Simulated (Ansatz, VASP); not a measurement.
# One calculation of GaAs, two programs

Contents of POSCAR:

```
GaAs
1.0
    3.8101400000      0.0000000000      0.0000000000
    0.0000000000      3.8101400000      0.0000000000
    0.0000000000      0.0000000000      2.7389100000
Ga As
1 1
Direct
    0.5000000000      0.5000000000      0.5000000000
    0.0000000000      0.0000000000      0.5000000000
```

File INCAR.step1:

```
PREC = Accurate
ENCUT = 520
EDIFF = 1E-5
ISMEAR = -1
SIGMA = 0.05
LREAL = F
LASPH = T
NELM = 60
ALGO = Normal
ISIF = 2
LWAVE = T
LCHARG = F
NBANDS = 16
GGA = PE
```

The input INCAR.step2:

```
PREC = Accurate
ENCUT = 520
EDIFF = 1E-7
ISMEAR = -1
SIGMA = 0.05
LREAL = F
LASPH = T
NELM = 60
ALGO = Normal
ISIF = 2
LWAVE = F
LCHARG = F
GGA = B3
LHFCALC = T
AEXX = 0.2
AGGAX = 0.72
AGGAC = 0.81
ALDAC = 0.19
PRECFOCK = Normal
NBANDS = 16
ISTART = 1
```

Contents of KPOINTS:

```
regular mesh
0
Gamma
  4 4 5
```

Contents of input:

```
crystal:
  lattice:
    - [3.81014, 0.0, 0.0]
    - [0.0, 3.81014, 0.0]
    - [0.0, 0.0, 2.73891]
  atoms:
    - { symbol: Ga, position: [0.5, 0.5, 0.5] }
    - { symbol: As, position: [0.0, 0.0, 0.5] }
hamiltonian:
  xc: b3lyp
  pseudopotentials: { kind: paw }
kpoints:
  mp_grid: { grid: [4, 4, 5] }
scf:
  occupations: { method: fermi_dirac, width: 0.05 }
output:
  forces: true
  stress: true
  eigenvalues: true
  write_density: true
  write_potential: true
  elf: true
  volumetric_format: npy
```

Alike in both runs: task single point; functional B3LYP; k mesh 4 × 4 × 5; occupations fermi-dirac, width 0.05 eV; no spin polarisation.

|  | VASP | Ansatz |
| --- | --- | --- |
| version | VASP 6.6.1 | Ansatz 0.2.0 |
| potentials or method | VASP PAW PBE potentials, release 64 (Ga_d, As) | Ansatz PAW |
| plane-wave cutoff (eV) | 520 | 420 |
| valence electrons in the cell | 18 | 28 |

VASP gave:

* gap on the k mesh at the Fermi level (eV): none
* pressure (GPa): 4.2
* traceless stress, the component that is largest in VASP (GPa): -8.91

Task: Which values does Ansatz return?

Result: gap on the k mesh at the Fermi level (eV): none; pressure (GPa): 4.3; traceless stress, the component that is largest in VASP (GPa): -9.15.

VASP's potentials were made for PBE, not for B3LYP. A gap of «none» marks a metal or a gap that the smearing closes. The functional is the same, so the differences come from potentials, cutoffs and numerics. VASP's potentials hold 18 valence electrons a cell and Ansatz's 28, so a difference there can come from the potentials and not from the codes.

The k mesh is coarse, so the values compare programs but aren't converged.
